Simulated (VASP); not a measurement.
# GePt (Pnma) in VASP: single point with PBE

Aim: the single point of GePt with PBE.

All numbers are computed with VASP 6.6.1; they aren't measurements. Logs are shortened: lines on timing, memory, paths and dates and some standing lists are left out, and cuts for length are marked.

### Step 1. The cell of the first run

The structure is orthorhombic, space group Pnma (No. 62). Conventional cell: a = 5.829 Å, b = 3.744 Å, c = 6.189 Å, α = 90.00°, β = 90.00°, γ = 90.00°. Within 3.3 Å of Ge (site symmetry m) lie 6 Pt at 2.51 to 2.70 Å and 2 Ge at 3.07 Å. Pt (site symmetry m) has 6 Ge at 2.51 to 2.70 Å and 4 Pt at 3.00 to 3.03 Å within 3.3 Å.

### Step 2. Single point, PBE

Contents of INCAR:

```
SYSTEM = GePt
  ALGO = Normal
  EDIFF = 1E-6
  ENCUT = 520
  GGA = PE
  ISIF = 2
  ISMEAR = 0
  LASPH = .True.
  LCHARG = .True.
  LELF = .True.
  LREAL = .False.
  LVHAR = .True.
  LWAVE = .False.
  NBANDS = 58
  NELM = 80
  PREC = Accurate
  SIGMA = 0.1
```

Contents of KPOINTS:

```
k-points
0
Gamma
  6 10 6
  0 0 0
```

Contents of POSCAR:

```
GePt
1.0
    5.8286786971      0.0000000000      0.0000000000
    0.0000000000      3.7436898275      0.0000000000
    0.0000000000      0.0000000000      6.1890783785
Ge Pt
4 4
Direct
    0.1867115036      0.2500000000      0.5874748070
    0.3132884964      0.7500000000      0.0874748070
    0.6867115036      0.2500000000      0.9125251930
    0.8132884964      0.7500000000      0.4125251930
    0.9981225584      0.2500000000      0.1929786860
    0.5018774416      0.7500000000      0.6929786860
    0.4981225584      0.2500000000      0.3070213140
    0.0018774416      0.7500000000      0.8070213140
```

Potentials or basis: VASP PAW PBE potentials, release 64 (Ge_d, Pt).

The run is started by

```sh
cat potpaw_PBE.64/Ge_d/POTCAR potpaw_PBE.64/Pt/POTCAR > POTCAR
mpirun -np 1 vasp_std > vasp.out
```

OUTCAR:

```text
SYSTEM = GePt
   EDIFF = 1E-6
   ENCUT = 520
   GGA = PE
   ISIF = 2
   ISMEAR = 0
   LASPH = .True.
   LREAL = .False.
   NELM = 80
   PREC = Accurate

 ion  position               nearest neighbor table
   1  0.187  0.250  0.587-   7 2.51   8 2.55   8 2.55   5 2.68   6 2.70   6 2.70
   2  0.313  0.750  0.087-   8 2.51   7 2.55   7 2.55   6 2.68   5 2.70   5 2.70
   3  0.687  0.250  0.913-   5 2.51   6 2.55   6 2.55   7 2.68   8 2.70   8 2.70
   4  0.813  0.750  0.413-   6 2.51   5 2.55   5 2.55   8 2.68   7 2.70   7 2.70
   5  0.998  0.250  0.193-   3 2.51   4 2.55   4 2.55   1 2.68   2 2.70   2 2.70   7 3.00   7 3.00
                             8 3.03   8 3.03
   6  0.502  0.750  0.693-   4 2.51   3 2.55   3 2.55   2 2.68   1 2.70   1 2.70   8 3.00   8 3.00
                             7 3.03   7 3.03
   7  0.498  0.250  0.307-   1 2.51   2 2.55   2 2.55   3 2.68   4 2.70   4 2.70   5 3.00   5 3.00
                             6 3.03   6 3.03
   8  0.002  0.750  0.807-   2 2.51   1 2.55   1 2.55   4 2.68   3 2.70   3 2.70   6 3.00   6 3.00
                             5 3.03   5 3.03

  LATTYP: Found a simple orthorhombic cell.
 ALAT       =     3.7436898275
 B/A-ratio  =     1.5569341921
 C/A-ratio  =     1.6532027662

  Lattice vectors:

 A1 = (   0.0000000000,  -3.7436898275,   0.0000000000)
 A2 = (   5.8286786971,   0.0000000000,   0.0000000000)
 A3 = (   0.0000000000,   0.0000000000,   6.1890783785)

Analysis of symmetry for initial positions (statically):
=====================================================================
 Subroutine PRICEL returns:
 Original cell was already a primitive cell.

 Routine SETGRP: Setting up the symmetry group for a
 simple orthorhombic supercell.

 Subroutine GETGRP returns: Found  8 space group operations
 (whereof  2 operations were pure point group operations)
 out of a pool of  8 trial point group operations.

The static configuration has the point symmetry S_2 .
 The point group associated with its full space group is D_2h.

Analysis of symmetry for dynamics (positions and initial velocities):
=====================================================================
 Subroutine PRICEL returns:
 Original cell was already a primitive cell.

 Routine SETGRP: Setting up the symmetry group for a
 simple orthorhombic supercell.

 Subroutine GETGRP returns: Found  8 space group operations
 (whereof  2 operations were pure point group operations)
 out of a pool of  8 trial point group operations.

The dynamic configuration has the point symmetry S_2 .
 The point group associated with its full space group is D_2h.

 Subroutine INISYM returns: Found  8 space group operations
 (whereof  2 operations are pure point group operations),
 and found     1 'primitive' translations

----------------------------------------------------------------------------------------

                                     Primitive cell

  volume of cell :     135.0504

  direct lattice vectors                    reciprocal lattice vectors
     5.828678697  0.000000000  0.000000000     0.171565470  0.000000000  0.000000000
     0.000000000  3.743689827  0.000000000     0.000000000  0.267116146  0.000000000
     0.000000000  0.000000000  6.189078378     0.000000000  0.000000000  0.161574945

  length of vectors
     5.828678697  3.743689827  6.189078378     0.171565470  0.267116146  0.161574945

  position of ions in fractional coordinates (direct lattice)
     0.186711504  0.250000000  0.587474807
     0.313288496  0.750000000  0.087474807
     0.686711504  0.250000000  0.912525193
     0.813288496  0.750000000  0.412525193
     0.998122558  0.250000000  0.192978686
     0.501877442  0.750000000  0.692978686
     0.498122558  0.250000000  0.307021314
     0.001877442  0.750000000  0.807021314

  ion indices of the primitive-cell ions
   primitive index   ion index
                 1           1
                 2           2
                 3           3
                 4           4
                 5           5
                 6           6
                 7           7
                 8           8

----------------------------------------------------------------------------------------

 KPOINTS: k-points

Automatic generation of k-mesh.
 Grid dimensions read from file:
 generate k-points for:    6   10    6

 Generating k-lattice:

  Cartesian coordinates                     Fractional coordinates (reciprocal lattice)
     0.028594245  0.000000000  0.000000000     0.166666667  0.000000000  0.000000000
     0.000000000  0.026711615  0.000000000     0.000000000  0.100000000  0.000000000
     0.000000000  0.000000000  0.026929158     0.000000000  0.000000000  0.166666667

  Length of vectors
     0.028594245  0.026711615  0.026929158

  Shift w.r.t. Gamma in fractional coordinates (k-lattice)
     0.000000000  0.000000000  0.000000000

 Subroutine IBZKPT returns following result:
 ===========================================

 Found     96 irreducible k-points:

 Following reciprocal coordinates:
            Coordinates               Weight
  0.000000  0.000000  0.000000      1.000000
  0.166667  0.000000  0.000000      2.000000
  0.333333  0.000000  0.000000      2.000000
  0.500000  0.000000  0.000000      1.000000
  0.000000  0.100000  0.000000      2.000000
  0.166667  0.100000  0.000000      4.000000
[... 16 lines left out ...]
  0.333333  0.500000  0.000000      2.000000
  0.500000  0.500000  0.000000      1.000000
 [... further k-points ...]
   k-points           NKPTS =     96   k-points in BZ     NKDIM =     96   number of bands    NBANDS=     58
   number of dos      NEDOS =    301   number of ions     NIONS =      8
   total plane-waves  NPLWV =  64512
   dimension x,y,z NGX =    48 NGY =   28 NGZ =   48
   dimension x,y,z NGXF=    96 NGYF=   56 NGZF=   96
   ions per type =               4   4
   NGX,Y,Z   is equivalent  to a cutoff of  13.69, 12.43, 12.89 a.u.
   NGXF,Y,Z  is equivalent  to a cutoff of  27.38, 24.87, 25.79 a.u.
 SYSTEM =  GePt
   PREC   = accura    normal or accurate (medium, high low for compatibility)
   ISTART =      0    job   : 0-new  1-cont  2-samecut
   ICHARG =      2    charge: 1-file 2-atom 10-const
   ISPIN  =      1    spin polarized calculation?
   LNONCOLLINEAR =      F non collinear calculations
   LSORBIT =      F    spin-orbit coupling
   LASPH  =      T    aspherical Exc in radial PAW
   ENCUT  =  520.0 eV  38.22 Ry    6.18 a.u.  10.84  6.96 11.51*2*pi/ulx,y,z
   NELM   =     80;   NELMIN=  2; NELMDL= -5     # of ELM steps
   EDIFF  = 0.1E-05   stopping-criterion for ELM
   LREAL  =      F    real-space projection
   EDIFFG = 0.1E-04   stopping-criterion for IOM
   NSW    =      0    number of steps for IOM
   IBRION =     -1    ionic relax: 0-MD 1-quasi-New 2-CG
   NFREE  =      0    steps in history (QN), initial steepest desc. (CG)
   ISIF   =      2    stress and relaxation
   ISYM   =      2    0-nonsym 1-usesym 2-fastsym
   POTIM  = 0.5000    time-step for ionic-motion
   TEBEG  =    0.0;   TEEND  =   0.0 temperature during run
   PSTRESS=    0.0 pullay stress
   NELECT =      96.0000    total number of electrons
   NUPDOWN=      -1.0000    fix difference up-down
   EMIN   =  10.00;   EMAX   =-10.00  energy-range for DOS
   EFERMI =   0.00;   METHOD = LEGACY
   ISMEAR =     0;   SIGMA  =   0.10  broadening in eV -4-tet -1-fermi 0-gaus
   EFERMI_NEDOS =   21; number of points for ismear=-14 and -15
   IALGO  =     38    algorithm
   IMIX   =      4    mixing-type and parameters
     AMIX     =   0.40;   BMIX     =  1.00
     AMIX_MAG =   1.60;   BMIX_MAG =  1.00
  volume/ion in A,a.u.               =      16.88       113.92
  Fermi-wavevector in a.u.,A,eV,Ry     =   1.461055  2.760994 29.044111  2.134682
  Thomas-Fermi vector in A             =   2.577432
   LORBIT       =      0    0 simple, 1 ext, 2 COOP (PROOUT), +10 PAW based schemes
   GGA     = PE    functional components
   LHFCALC =     F    Hartree Fock is set to
   AEXX    =    0.0000 exact exchange contribution
   IVDW    =     0    specifies the selected vdW correction
   LEPSILON=     F    determine dielectric tensor
   LRPA    =     F    only Hartree local field effects (RPA)
 non-spin polarized calculation
 Gauss-broadening in eV      SIGMA  =   0.10
  energy-cutoff  :      520.00
  volume of cell :      135.05
 maximum number of plane-waves:      3676
 NGX is ok and might be reduce to    48
   NGX = 21   NGY = 13   NGZ = 23

 number of electron      95.9999965 magnetization

 Free energy of the ion-electron system (eV)
  ---------------------------------------------------
  ext. energy  EPLUGINS =         0.00000000
  ---------------------------------------------------
  free energy    TOTEN  =       -46.18570493 eV

  energy without entropy =      -46.17487485  energy(sigma->0) =      -46.18028989

 E-fermi :   9.0913     XC(G=0): -12.2115

 val. band max:        9.0743774021   @ k =   0.1667   0.5000   0.1667
 cond. band min:       9.1053059149   @ k =   0.5000   0.2000   0.3333
 fundamental gap:      0.0309285127
 Fermi energy:         9.0912883032

 k-point     1 :       0.0000    0.0000    0.0000
  band No.  band energies     occupation
      1     -16.0265      2.00000
      2     -16.0195      2.00000
      3     -16.0195      2.00000
      4     -16.0166      2.00000
      5     -16.0061      2.00000
      6     -15.9961      2.00000
[... 50 lines left out ...]
     57      14.1055      0.00000
     58      14.5261      0.00000

 k-point     2 :       0.1667    0.0000    0.0000
  band No.  band energies     occupation
      1     -16.0260      2.00000
      2     -16.0198      2.00000
      3     -16.0190      2.00000
      4     -16.0164      2.00000
      5     -16.0057      2.00000
      6     -15.9969      2.00000
[... 50 lines left out ...]
     57      14.3925      0.00000
     58      14.6870      0.00000

 k-point     3 :       0.3333    0.0000    0.0000
  band No.  band energies     occupation
      1     -16.0245      2.00000
      2     -16.0209      2.00000
      3     -16.0178      2.00000
      4     -16.0163      2.00000
      5     -16.0044      2.00000
      6     -15.9991      2.00000
[... 1216 lines left out ...]
      3     -16.0151      2.00000
      4     -16.0151      2.00000
      5     -15.9989      2.00000
      6     -15.9989      2.00000
[... 50 lines left out ...]
     57      14.9829      0.00000
     58      15.0205      0.00000

 k-point    24 :       0.5000    0.5000    0.0000
  band No.  band energies     occupation
      1     -16.0147      2.00000
      2     -16.0147      2.00000
      3     -16.0147      2.00000
      4     -16.0147      2.00000
      5     -15.9975      2.00000
      6     -15.9975      2.00000
[... 50 lines left out ...]
     57      15.3395      0.00000
     58      15.3395      0.00000

 [... further k-points ...]
[... 5 lines left out ...]
  --------------------------------------------------------------------------------------
  -------------------------------------------------------------------------------------
  Total       -0.0089895     -0.0075739     -0.0007013      0.0000000      0.0000000      0.0000000
  in kB       -0.1066468     -0.0898535     -0.0083199      0.0000000      0.0000000      0.0000000
  external PRESSURE =      -0.0682734 kB  Pullay stress =       0.0000000 kB

 VOLUME and BASIS-vectors are now :
 -----------------------------------------------------------------------------
  energy-cutoff  :      520.00
  volume of cell :      135.05
      direct lattice vectors                 reciprocal lattice vectors
     5.828678697  0.000000000  0.000000000     0.171565470  0.000000000  0.000000000
     0.000000000  3.743689827  0.000000000     0.000000000  0.267116146  0.000000000
     0.000000000  0.000000000  6.189078378     0.000000000  0.000000000  0.161574945

 POSITION                                       TOTAL-FORCE (eV/Angst)
 -----------------------------------------------------------------------------------
      1.08828      0.93592      3.63593         0.000755     -0.000000      0.001370
      1.82606      2.80777      0.54139        -0.000755      0.000000      0.001370
      4.00262      0.93592      5.64769         0.000755      0.000000     -0.001370
      4.74040      2.80777      2.55315        -0.000755      0.000000     -0.001370
      5.81774      0.93592      1.19436         0.006525      0.000000     -0.001829
      2.92528      2.80777      4.28890        -0.006525      0.000000     -0.001829
      2.90340      0.93592      1.90018         0.006525     -0.000000      0.001829
      0.01094      2.80777      4.99472        -0.006525     -0.000000      0.001829
 -----------------------------------------------------------------------------------
    total drift:                               -0.000000      0.000000      0.000000

  FREE ENERGIE OF THE ION-ELECTRON SYSTEM (eV)
  ---------------------------------------------------
  free  energy   TOTEN  =       -46.1857049328 eV

  energy  without entropy=      -46.1748748538  energy(sigma->0) =      -46.18028989
```

Run time: 5.4 min. Hardware: 1 thread of AMD EPYC 9R45 (Zen 5), shared host; peak memory 0.61 GiB.

What came out:

```yaml
Free_energy: -46.1857 eV
Pressure: 0.0 GPa
Largest_force: 0.007 eV/Å
Band_gap_on_the_k_mesh: zero (bands 48 and 49 overlap by 1.36 eV)
```

Forces in eV/Å, atoms in the order of the input:
```
Ge   0.001  0.000  0.001
Ge  -0.001  0.000  0.001
Ge   0.001  0.000 -0.001
Ge  -0.001  0.000 -0.001
Pt   0.007  0.000 -0.002
Pt  -0.007  0.000 -0.002
Pt   0.007  0.000  0.002
Pt  -0.007  0.000  0.002
```

Levels at points of the mesh, in eV from the Fermi level:
```
           k point  band 44  band 45  band 46  band 47  band 48  band 49  band 50  band 51  band 52  band 53
(0.00, 0.00, 0.00)    -2.55    -2.37    -1.38    -1.28    -0.91     0.64     0.78     2.97     3.21     3.33
(0.50, 0.00, 0.00)    -2.55    -2.37    -2.37    -0.04    -0.04     1.37     1.37     2.24     2.24     4.01
(0.00, 0.50, 0.00)    -2.53    -2.40    -2.40    -1.52    -1.52    -0.16    -0.16     2.00     2.00     2.14
(0.50, 0.50, 0.00)    -2.75    -1.80    -1.80    -1.80    -1.80     0.55     0.55     0.55     0.55     4.04
(0.00, 0.00, 0.50)    -2.74    -1.76    -1.76    -0.03    -0.03     1.10     1.10     1.81     1.81     4.06
(0.50, 0.00, 0.50)    -2.76    -1.30    -1.30     0.70     0.70     1.70     1.70     2.62     2.62     2.64
(0.00, 0.50, 0.50)    -2.55    -2.37    -2.37    -2.07    -2.07     0.48     0.48     0.96     0.96     1.69
(0.50, 0.50, 0.50)    -2.83    -2.35    -2.35    -2.35    -2.35     2.38     2.38     2.38     2.38     2.98
```

Caveat: spin-orbit coupling is left out, which moves the levels of the heavy elements.

The gap in the log of VASP goes by the Fermi energy; the results here count the filled bands.